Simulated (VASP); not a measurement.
# TaN (Fm-3m) in VASP: a series of runs, part 2 of 2

VASP 6.6.1.

## 3. Single point, r2SCAN

This run uses another cell than the first one, of 10.56 Å³/atom, 1.039 times its volume.

The input, POSCAR:

```
TaN
1.0
    0.0000000000      2.1938075083      2.1938075083
    2.1938075083      0.0000000000      2.1938075083
    2.1938075083      2.1938075083      0.0000000000
Ta N
1 1
Direct
    0.5000000000      0.5000000000      0.5000000000
    0.0000000000      0.0000000000      0.0000000000
```

The input, INCAR.step1:

```
SYSTEM = TaN
  ALGO = Normal
  EDIFF = 1E-5
  ENCUT = 660
  GGA = PE
  GGA_COMPAT = .FALSE.
  ISMEAR = -1
  LASPH = .TRUE.
  LCHARG = .FALSE.
  LREAL = .FALSE.
  LWAVE = .TRUE.
  NBANDS = 16
  NELM = 120
  PREC = Accurate
  SIGMA = 0.05
```

The input, INCAR.step2:

```
SYSTEM = TaN
  ALGO = Normal
  EDIFF = 1E-6
  ENCUT = 660
  GGA_COMPAT = .FALSE.
  ISIF = 2
  ISMEAR = -1
  ISTART = 1
  LASPH = .TRUE.
  LCHARG = .TRUE.
  LELF = .TRUE.
  LMIXTAU = .TRUE.
  LREAL = .FALSE.
  LVHAR = .TRUE.
  LWAVE = .FALSE.
  METAGGA = R2SCAN
  NBANDS = 16
  NELM = 120
  PREC = Accurate
  SIGMA = 0.05
```

The input, KPOINTS:

```
k-points
0
G
  10 10 10
  0 0 0
```

Potentials or basis: VASP PAW PBE potentials, release 64 (Ta_sv_GW, N).

On the command line:

```console
> cat potpaw_PBE.64/Ta_sv_GW/POTCAR potpaw_PBE.64/N/POTCAR > POTCAR
> cp INCAR.step1 INCAR
> mpirun -np 1 vasp_std > vasp.out
> cp INCAR.step2 INCAR
> mpirun -np 1 vasp_std > vasp.out
```

OUTCAR:

```text
SYSTEM = TaN
   EDIFF = 1E-6
   ENCUT = 660
   ISIF = 2
   ISMEAR = -1
   ISTART = 1
   LASPH = .TRUE.
   LREAL = .FALSE.
   METAGGA = R2SCAN
   NELM = 120
   PREC = Accurate

 ion  position               nearest neighbor table
   1  0.500  0.500  0.500-   2 2.19   2 2.19   2 2.19   2 2.19   2 2.19   2 2.19
   2  0.000  0.000  0.000-   1 2.19   1 2.19   1 2.19   1 2.19   1 2.19   1 2.19

  LATTYP: Found a face centered cubic cell.
 ALAT       =     4.3876150166

  Lattice vectors:

 A1 = (   0.0000000000,   2.1938075083,   2.1938075083)
 A2 = (   2.1938075083,   0.0000000000,   2.1938075083)
 A3 = (   2.1938075083,   2.1938075083,   0.0000000000)

Analysis of symmetry for initial positions (statically):
=====================================================================
 Subroutine PRICEL returns:
 Original cell was already a primitive cell.

 Routine SETGRP: Setting up the symmetry group for a
 face centered cubic supercell.

 Subroutine GETGRP returns: Found 48 space group operations
 (whereof 48 operations were pure point group operations)
 out of a pool of 48 trial point group operations.

The static configuration has the point symmetry O_h .

Analysis of symmetry for dynamics (positions and initial velocities):
=====================================================================
 Subroutine PRICEL returns:
 Original cell was already a primitive cell.

 Routine SETGRP: Setting up the symmetry group for a
 face centered cubic supercell.

 Subroutine GETGRP returns: Found 48 space group operations
 (whereof 48 operations were pure point group operations)
 out of a pool of 48 trial point group operations.

The dynamic configuration has the point symmetry O_h .

 Subroutine INISYM returns: Found 48 space group operations
 (whereof 48 operations are pure point group operations),
 and found     1 'primitive' translations

----------------------------------------------------------------------------------------

                                     Primitive cell

[... 111 lines left out ...]
  volume/ion in A,a.u.               =      10.56        71.25
  Fermi-wavevector in a.u.,A,eV,Ry     =   1.552234  2.933297 32.782284  2.409430
  Thomas-Fermi vector in A             =   2.656639
   LORBIT       =      0    0 simple, 1 ext, 2 COOP (PROOUT), +10 PAW based schemes
   METAGGA = R2SCAN    functional components
   LHFCALC =     F    Hartree Fock is set to
   AEXX    =    0.0000 exact exchange contribution
   IVDW    =     0    specifies the selected vdW correction
   LEPSILON=     F    determine dielectric tensor
   LRPA    =     F    only Hartree local field effects (RPA)
 non-spin polarized calculation
  energy-cutoff  :      660.00
  volume of cell :       21.12
 maximum number of plane-waves:       869
 NGX is ok and might be reduce to    28
   NGX = 13   NGY = 13   NGZ = 13

 number of electron      18.0000000 magnetization

 Free energy of the ion-electron system (eV)
  ---------------------------------------------------
  ext. energy  EPLUGINS =         0.00000000
  ---------------------------------------------------
  free energy    TOTEN  =       -62.22247295 eV

  energy without entropy =      -62.21706985  energy(sigma->0) =      -62.21977140

 E-fermi :  14.0006     XC(G=0): -14.8112

 val. band max:       13.8819082250   @ k =  -0.2000   0.2000   0.0000
 cond. band min:      14.0368232311   @ k =  -0.3000   0.3000   0.1000
 fundamental gap:      0.1549150061
 Fermi energy:        14.0006472920

 k-point     1 :       0.0000    0.0000    0.0000
  band No.  band energies     occupation
      1     -57.6872      2.00000
      2     -23.1609      2.00000
      3     -23.1609      2.00000
      4     -23.1609      2.00000
      5      -6.0697      2.00000
      6       9.8150      2.00000
[... 433 lines left out ...]
      3     -23.4124      2.00000
      4     -23.3854      2.00000
      5      -4.5174      2.00000
      6       5.5670      2.00000
[... 8 lines left out ...]
     15      25.3792      0.00000
     16      29.9307      0.00000

 [... further k-points ...]

------------------------ aborting loop because EDIFF is reached ----------------------------------------

  FORCE on cell =-STRESS in cart. coord.  units (eV):
  Direction    XX          YY          ZZ          XY          YZ          ZX
  --------------------------------------------------------------------------------------
  -------------------------------------------------------------------------------------
  Total        0.2573639      0.2573639      0.2573639      0.0000000     -0.0000000      0.0000000
  in kB       19.5268732     19.5268732     19.5268732      0.0000000     -0.0000000      0.0000000
  external PRESSURE =      19.5268732 kB  Pullay stress =       0.0000000 kB

 VOLUME and BASIS-vectors are now :
 -----------------------------------------------------------------------------
  energy-cutoff  :      660.00
  volume of cell :       21.12
      direct lattice vectors                 reciprocal lattice vectors
     0.000000000  2.193807508  2.193807508    -0.227914253  0.227914253  0.227914253
     2.193807508  0.000000000  2.193807508     0.227914253 -0.227914253  0.227914253
     2.193807508  2.193807508  0.000000000     0.227914253  0.227914253 -0.227914253

 POSITION                                       TOTAL-FORCE (eV/Angst)
 -----------------------------------------------------------------------------------
      2.19381      2.19381      2.19381        -0.000000     -0.000000      0.000000
      0.00000      0.00000      0.00000         0.000000      0.000000     -0.000000
 -----------------------------------------------------------------------------------
    total drift:                                0.000000      0.000000      0.000000

  FREE ENERGIE OF THE ION-ELECTRON SYSTEM (eV)
  ---------------------------------------------------
  free  energy   TOTEN  =       -62.2224729467 eV

  energy  without entropy=      -62.2170698518  energy(sigma->0) =      -62.21977140
```

OUTCAR.step1:

```text
SYSTEM = TaN
   EDIFF = 1E-5
   ENCUT = 660
   GGA = PE
   ISMEAR = -1
   LASPH = .TRUE.
   LREAL = .FALSE.
[... 676 lines left out ...]
      2.19381      2.19381      2.19381        -0.000000      0.000000     -0.000000
      0.00000      0.00000      0.00000         0.000000     -0.000000      0.000000
 -----------------------------------------------------------------------------------
    total drift:                                0.000000      0.000000      0.000000

  FREE ENERGIE OF THE ION-ELECTRON SYSTEM (eV)
  ---------------------------------------------------
  free  energy   TOTEN  =       -24.3648296404 eV

  energy  without entropy=      -24.3591913741  energy(sigma->0) =      -24.36201051
```

OSZICAR.step1:

```text
N       E                     dE             d eps       ncg     rms          rms(c)
DAV:   1     0.124619753217E+03    0.12462E+03   -0.12882E+04  1504   0.137E+03
DAV:   2    -0.234605925532E+02   -0.14808E+03   -0.14205E+03  2208   0.361E+02
DAV:   3    -0.284820697969E+02   -0.50215E+01   -0.50145E+01  1776   0.601E+01
DAV:   4    -0.285844810710E+02   -0.10241E+00   -0.10241E+00  2208   0.597E+00
DAV:   5    -0.285875406778E+02   -0.30596E-02   -0.30596E-02  1744   0.705E-01    0.444E+01
DAV:   6    -0.245028580421E+02    0.40847E+01   -0.88184E+00  1816   0.272E+01    0.465E+01
DAV:   7    -0.244133132607E+02    0.89545E-01   -0.46944E-01  1536   0.588E+00    0.247E+01
DAV:   8    -0.243660137197E+02    0.47300E-01   -0.14458E-01  1808   0.319E+00    0.141E+00
DAV:   9    -0.243648416796E+02    0.11720E-02   -0.47800E-03  1800   0.666E-01    0.737E-01
DAV:  10    -0.243648280609E+02    0.13619E-04   -0.13513E-03  1576   0.351E-01    0.111E-01
DAV:  11    -0.243648296404E+02   -0.15795E-05   -0.91135E-05  1728   0.106E-01
   1 F= -.24364830E+02 E0= -.24362011E+02  d E =-.563827E-02
```

Run time: 72 s. Hardware: 1 thread of Intel Xeon 6975P-C (Granite Rapids), shared host; peak memory 0.19 GiB.

Results:

* Free energy: -62.2225 eV
* Pressure: 2.0 GPa
* Band gap on the k mesh: zero (band 9 reaches 15.93 eV, above the bottom of band 10 at 11.80 eV)

Levels at points of the mesh, in eV from the Fermi level:
| k point | band 5 | band 6 | band 7 | band 8 | band 9 | band 10 | band 11 | band 12 | band 13 | band 14 |
| --- | --- | --- | --- | --- | --- | --- | --- | --- | --- | --- |
| (0.00, 0.00, 0.00) | -20.07 | -4.19 | -4.19 | -4.19 | -2.20 | -2.20 | -2.20 | 0.14 | 0.14 | 1.80 |
| (0.50, 0.00, 0.00) | -17.03 | -10.90 | -8.04 | -8.04 | 1.93 | 1.93 | 2.06 | 4.02 | 7.89 | 7.89 |
| (0.50, 0.50, 0.00) | -18.84 | -7.12 | -5.68 | -5.03 | -5.03 | 2.25 | 3.57 | 3.57 | 4.78 | 7.47 |

Caveat: the PAW data sets were made with another functional, which shifts forces and pressure a little; spin-orbit coupling is left out, which moves the levels of the heavy elements.

## 4. Single point, r2SCAN

This run uses another cell than the first one, of 10.60 Å³/atom, 1.043 times its volume.

The input, POSCAR:

```
TaN
1.0
    0.0000000000      2.1964814589      2.1964814589
    2.1964814589      0.0000000000      2.1964814589
    2.1964814589      2.1964814589      0.0000000000
Ta N
1 1
Direct
    0.5000000000      0.5000000000      0.5000000000
    0.0000000000      0.0000000000      0.0000000000
```

The input, INCAR.step1:

```
SYSTEM = TaN
PREC = Accurate
ENCUT = 660
ISMEAR = -1
SIGMA = 0.05
LREAL = .FALSE.
LASPH = .TRUE.
NELM = 120
NBANDS = 16
GGA = PE
ALGO = Normal
EDIFF = 1E-5
LWAVE = .TRUE.
LCHARG = .FALSE.
GGA_COMPAT = .FALSE.
```

The input, INCAR.step2:

```
SYSTEM = TaN
PREC = Accurate
ENCUT = 660
EDIFF = 1E-6
ISMEAR = -1
SIGMA = 0.05
LREAL = .FALSE.
LASPH = .TRUE.
NELM = 120
ALGO = Normal
ISIF = 2
LWAVE = .FALSE.
LCHARG = .FALSE.
METAGGA = R2SCAN
LMIXTAU = .TRUE.
NBANDS = 16
ISTART = 1
GGA_COMPAT = .FALSE.
```

The input, KPOINTS:

```
regular mesh
0
G
  10 10 10
  0 0 0
```

Potentials or basis: VASP PAW PBE potentials, release 64 (Ta_sv_GW, N).

On the command line:

```console
> cat potpaw_PBE.64/Ta_sv_GW/POTCAR potpaw_PBE.64/N/POTCAR > POTCAR
> cp INCAR.step1 INCAR
> mpirun -np 1 vasp_std > vasp.out
> cp INCAR.step2 INCAR
> mpirun -np 1 vasp_std > vasp.out
```

OUTCAR:

```text
SYSTEM = TaN
   PREC = Accurate
   ENCUT = 660
   EDIFF = 1E-6
   ISMEAR = -1
   LREAL = .FALSE.
   LASPH = .TRUE.
   NELM = 120
   ISIF = 2
   METAGGA = R2SCAN
   ISTART = 1

 ion  position               nearest neighbor table
   1  0.500  0.500  0.500-   2 2.20   2 2.20   2 2.20   2 2.20   2 2.20   2 2.20
   2  0.000  0.000  0.000-   1 2.20   1 2.20   1 2.20   1 2.20   1 2.20   1 2.20

  LATTYP: Found a face centered cubic cell.
 ALAT       =     4.3929629178

[... 643 lines left out ...]
 [... further k-points ...]

------------------------ aborting loop because EDIFF is reached ----------------------------------------

  FORCE on cell =-STRESS in cart. coord.  units (eV):
  Direction    XX          YY          ZZ          XY          YZ          ZX
  --------------------------------------------------------------------------------------
  -------------------------------------------------------------------------------------
  Total        0.0840745      0.0840745      0.0840745     -0.0000000      0.0000000      0.0000000
  in kB        6.3556862      6.3556862      6.3556862     -0.0000000      0.0000000      0.0000000
  external PRESSURE =       6.3556862 kB  Pullay stress =       0.0000000 kB

 VOLUME and BASIS-vectors are now :
 -----------------------------------------------------------------------------
  energy-cutoff  :      660.00
  volume of cell :       21.19
      direct lattice vectors                 reciprocal lattice vectors
     0.000000000  2.196481459  2.196481459    -0.227636795  0.227636795  0.227636795
     2.196481459  0.000000000  2.196481459     0.227636795 -0.227636795  0.227636795
     2.196481459  2.196481459  0.000000000     0.227636795  0.227636795 -0.227636795

 POSITION                                       TOTAL-FORCE (eV/Angst)
 -----------------------------------------------------------------------------------
      2.19648      2.19648      2.19648         0.000000     -0.000000     -0.000000
      0.00000      0.00000      0.00000        -0.000000      0.000000      0.000000
 -----------------------------------------------------------------------------------
    total drift:                                0.000000      0.000000      0.000000

  FREE ENERGIE OF THE ION-ELECTRON SYSTEM (eV)
  ---------------------------------------------------
  free  energy   TOTEN  =       -62.2232010257 eV

  energy  without entropy=      -62.2177675219  energy(sigma->0) =      -62.22048427
```

OUTCAR.step1:

```text
SYSTEM = TaN
   PREC = Accurate
   ENCUT = 660
   ISMEAR = -1
   LREAL = .FALSE.
   LASPH = .TRUE.
[... 677 lines left out ...]
      2.19648      2.19648      2.19648         0.000000      0.000000     -0.000000
      0.00000      0.00000      0.00000        -0.000000     -0.000000      0.000000
 -----------------------------------------------------------------------------------
    total drift:                                0.000000      0.000000      0.000000

  FREE ENERGIE OF THE ION-ELECTRON SYSTEM (eV)
  ---------------------------------------------------
  free  energy   TOTEN  =       -24.3679893701 eV

  energy  without entropy=      -24.3623425190  energy(sigma->0) =      -24.36516594
```

OSZICAR.step1:

```text
N       E                     dE             d eps       ncg     rms          rms(c)
DAV:   1     0.125021387917E+03    0.12502E+03   -0.12741E+04  1504   0.138E+03
DAV:   2    -0.230751994577E+02   -0.14810E+03   -0.14279E+03  2216   0.361E+02
DAV:   3    -0.284922674925E+02   -0.54171E+01   -0.54100E+01  1728   0.609E+01
DAV:   4    -0.285929834083E+02   -0.10072E+00   -0.10071E+00  2256   0.595E+00
DAV:   5    -0.285949067676E+02   -0.19234E-02   -0.19234E-02  1800   0.505E-01    0.440E+01
DAV:   6    -0.245085609357E+02    0.40863E+01   -0.88390E+00  1800   0.272E+01    0.463E+01
DAV:   7    -0.244172573087E+02    0.91304E-01   -0.47181E-01  1560   0.588E+00    0.250E+01
DAV:   8    -0.243692462697E+02    0.48011E-01   -0.15120E-01  1816   0.325E+00    0.101E+00
DAV:   9    -0.243679947914E+02    0.12515E-02   -0.49480E-03  1744   0.674E-01    0.671E-01
DAV:  10    -0.243679989564E+02   -0.41650E-05   -0.13581E-03  1616   0.355E-01    0.109E-01
DAV:  11    -0.243679976119E+02    0.13445E-05   -0.10034E-04  1784   0.108E-01    0.177E-01
DAV:  12    -0.243679893701E+02    0.82418E-05   -0.16329E-05  1432   0.387E-02
   1 F= -.24367989E+02 E0= -.24365166E+02  d E =-.564685E-02
```

Wall time 69 s (1 thread of AMD EPYC 9R14 (Zen 4), shared host); peak memory 0.16 GiB.

Results:

| Quantity | Value |
| --- | --- |
| Free energy | -62.2232 eV |
| Pressure | 0.6 GPa |
| Band gap on the k mesh | zero (band 9 reaches 15.86 eV, above the bottom of band 10 at 11.75 eV) |

Levels at points of the mesh, in eV from the Fermi level:
| k point | band 5 | band 6 | band 7 | band 8 | band 9 | band 10 | band 11 | band 12 | band 13 | band 14 |
| --- | --- | --- | --- | --- | --- | --- | --- | --- | --- | --- |
| (0.00, 0.00, 0.00) | -20.04 | -4.17 | -4.17 | -4.17 | -2.19 | -2.19 | -2.19 | 0.14 | 0.14 | 1.77 |
| (0.50, 0.00, 0.00) | -17.02 | -10.87 | -8.02 | -8.02 | 1.92 | 1.92 | 2.05 | 4.01 | 7.85 | 7.85 |
| (0.50, 0.50, 0.00) | -18.81 | -7.11 | -5.65 | -5.02 | -5.02 | 2.23 | 3.55 | 3.55 | 4.74 | 7.43 |

Caveat: the PAW data sets were made with another functional, which shifts forces and pressure a little; spin-orbit coupling is left out, which moves the levels of the heavy elements.

## 5. Single point, LDA

This run uses another cell than the first one, of 10.27 Å³/atom, 1.011 times its volume.

The input, INCAR:

```
SYSTEM = TaN
  PREC = Accurate
  ENCUT = 520
  EDIFF = 1E-6
  ISMEAR = -1
  SIGMA = 0.05
  LREAL = .False.
  LASPH = .True.
  NELM = 100
  ALGO = Normal
  ISIF = 2
  LWAVE = .False.
  LCHARG = .False.
  GGA = CA
  NBANDS = 15
```

The input, KPOINTS:

```
Automatic mesh
0
Gamma
  10 10 10
  0 0 0
```

The input, POSCAR:

```
TaN
1.0
    0.0000000000      2.1739544322      2.1739544322
    2.1739544322      0.0000000000      2.1739544322
    2.1739544322      2.1739544322      0.0000000000
Ta N
1 1
Direct
    0.5000000000      0.5000000000      0.5000000000
    0.0000000000      0.0000000000      0.0000000000
```

Potentials or basis: VASP PAW LDA potentials, release 64 (Ta_pv, N).

On the command line:

```console
> cat potpaw_LDA.64/Ta_pv/POTCAR potpaw_LDA.64/N/POTCAR > POTCAR
> mpirun -np 1 vasp_std > vasp.out
```

It took 7.9 s on 1 thread of Intel Xeon 8259CL, shared host; peak memory 0.14 GiB.

The run converged. Its results:

```yaml
Free_energy: -24.1632 eV
Pressure: 2.1 GPa
Band_gap_on_the_k_mesh: zero (band 8 reaches 11.78 eV, above the bottom of band 9 at 7.56 eV)
```

Levels at points of the mesh, in eV from the Fermi level:
| k point | band 4 | band 5 | band 6 | band 7 | band 8 | band 9 | band 10 | band 11 | band 12 | band 13 |
| --- | --- | --- | --- | --- | --- | --- | --- | --- | --- | --- |
| (0.00, 0.00, 0.00) | -18.90 | -3.88 | -3.88 | -3.88 | -2.26 | -2.26 | -2.26 | -0.02 | -0.02 | 2.02 |
| (0.50, 0.00, 0.00) | -15.57 | -10.64 | -7.84 | -7.84 | 1.96 | 1.96 | 2.08 | 4.04 | 7.85 | 7.85 |
| (0.50, 0.50, 0.00) | -17.62 | -6.62 | -5.74 | -4.66 | -4.66 | 2.13 | 3.70 | 3.70 | 4.97 | 7.15 |

Caveat: spin-orbit coupling is left out, which moves the levels of the heavy elements.

## 6. Overview

```csv
level,potentials or basis,cell,cutoff (eV),second run,gap on the mesh (eV),pressure (GPa)
LDA,"VASP PAW LDA potentials, release 64 (Ta_sv_GW, N)","a = 3.063 Å, angles 60.0°, 2 atoms",600,valence_matched,none,5.4
r2SCAN,"VASP PAW PBE potentials, release 64 (Ta_sv_GW, N)","a = 3.103 Å, angles 60.0°, 2 atoms",660,valence_matched,none,2.0
r2SCAN,"VASP PAW PBE potentials, release 64 (Ta_sv_GW, N)","a = 3.106 Å, angles 60.0°, 2 atoms",660,valence_matched,none,0.6
LDA,"VASP PAW LDA potentials, release 64 (Ta_pv, N)","a = 3.074 Å, angles 60.0°, 2 atoms",520,-,none,2.1
```

Alike in all rows: task single point; no spin polarisation; k mesh 10 × 10 × 10; smearing fermi-dirac 0.05 eV.

Caveats: spin-orbit coupling is left out, which moves the levels of the heavy elements; the PAW data sets were made with another functional, which shifts forces and pressure a little (some runs).

Absolute energies hang on the potentials; compare differences alone.
